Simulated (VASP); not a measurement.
**CdS: single point with PBE**

The system is CdS.

```xyz
8
Lattice="2.0985 3.6347 0.0000 0.0000 0.0000 6.8315 6.2955 -3.6347 0.0000" Properties=species:S:1:pos:R:3 pbc="T T T"
Cd    2.0985    1.2116    3.4175
Cd    4.1970   -2.4231    3.4175
Cd    6.2955   -1.2116    0.0018
Cd    2.0985   -1.2116    0.0018
S     2.0985    1.2116    5.9894
S     4.1970   -2.4231    5.9894
S     6.2955   -1.2116    2.5737
S     2.0985   -1.2116    2.5737
```

```yaml
Program: VASP 6.6.1
Task: single point
Functional: PBE
Potentials_or_basis: VASP PAW PBE potentials, release 64 (Cd, S)
Cutoff: 520 eV
k_mesh: 6 × 4 × 4
Occupations: gaussian, width 0.02 eV
Spin: no spin polarisation
Dipole_correction: no
Further_INCAR_settings: ALGO = Normal; EDIFF = 1e-07; NBANDS = 46
```

The pressure is 0.3 GPa and the band gap on the k mesh is 1.11 eV.

Levels at points of the mesh, in eV from the valence-band top:
| k point | band 32 | band 33 | band 34 | band 35 | band 36 | band 37 | band 38 | band 39 | band 40 | band 41 |
| --- | --- | --- | --- | --- | --- | --- | --- | --- | --- | --- |
| (0.00, 0.00, 0.00) | -0.69 | -0.69 | -0.04 | 0.00 | 0.00 | 1.11 | 2.74 | 3.62 | 3.88 | 5.12 |
| (0.50, 0.00, 0.00) | -2.24 | -1.20 | -1.20 | -1.12 | -1.12 | 4.29 | 4.29 | 4.89 | 4.89 | 5.13 |
| (0.00, 0.50, 0.00) | -1.23 | -0.36 | -0.36 | -0.36 | -0.36 | 2.76 | 2.76 | 3.45 | 3.45 | 5.35 |
| (0.50, 0.50, 0.00) | -1.87 | -1.09 | -1.09 | -1.09 | -1.09 | 4.18 | 4.18 | 4.18 | 4.18 | 5.81 |
| (0.00, 0.00, 0.50) | -1.25 | -0.45 | -0.45 | -0.35 | -0.35 | 2.87 | 2.87 | 3.95 | 3.95 | 5.50 |
| (0.50, 0.00, 0.50) | -1.72 | -1.19 | -1.19 | -0.69 | -0.69 | 3.62 | 3.62 | 3.88 | 3.88 | 5.12 |
| (0.00, 0.50, 0.50) | -1.23 | -0.82 | -0.82 | -0.82 | -0.82 | 3.73 | 3.73 | 3.73 | 3.73 | 5.38 |
| (0.50, 0.50, 0.50) | -1.24 | -1.23 | -1.23 | -1.23 | -1.23 | 3.45 | 3.45 | 3.45 | 3.45 | 5.35 |

Wall time 3.5 min on 1 thread of Intel(R) Xeon(R) 6975P-C (Granite Rapids) (shared host), peak memory 0.43 GiB.

Expect the measured gap to be larger: semilocal functionals such as PBE lack the derivative discontinuity.
